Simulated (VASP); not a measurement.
The system is HfO2.

```
Hf O
1.0
     5.28815    0.00000    0.00000
     0.00000    5.07062    0.00000
     0.00000    0.00000    5.09891
Hf O
4 8
Direct
  0.96699 0.73252 0.74144
  0.53301 0.73252 0.24144
  0.46699 0.26748 0.74144
  0.03301 0.26748 0.24144
  0.63213 0.92865 0.87927
  0.86787 0.92865 0.37927
  0.23395 0.53988 0.49229
  0.26605 0.53988 0.99229
  0.76605 0.46012 0.99229
  0.73395 0.46012 0.49229
  0.13213 0.07135 0.87927
  0.36787 0.07135 0.37927
```

Base run:

```yaml
Program: VASP 6.6.1
Functional: RPBE
Dispersion: D3(BJ)
Potentials_or_basis: VASP PAW PBE potentials, release 64 (Hf_pv, O)
Cutoff: 520 eV
k_mesh: 5 × 6 × 5
Occupations: fermi-dirac, width 0.05 eV
Spin: no spin polarisation
```

Its results: band gap on the k mesh 4.38 eV (least direct gap 4.57 eV); pressure -19.8 GPa; largest force 0.062 eV/Å.

**Question.** The run is repeated on the same cell with these changes: functional from RPBE to PBE; further incar settings from ALGO = Normal; EDIFF = 1e-06; NBANDS = 56 to ALGO = Normal; EDIFF = 1e-07; NBANDS = 56. What comes out?

**Answer.** Band gap on the k mesh 4.30 eV (least direct gap 4.51 eV); pressure -6.9 GPa; largest force 0.117 eV/Å.

Caveats: the cell stands under tension; spin-orbit coupling is left out, which moves the levels of the heavy elements; the dispersion term is far too large for a dense solid, which distorts pressure and volume (at least some runs); the PAW data sets were made with another functional, which shifts forces and pressure a little (at least some runs).

A k mesh can miss the band edges.
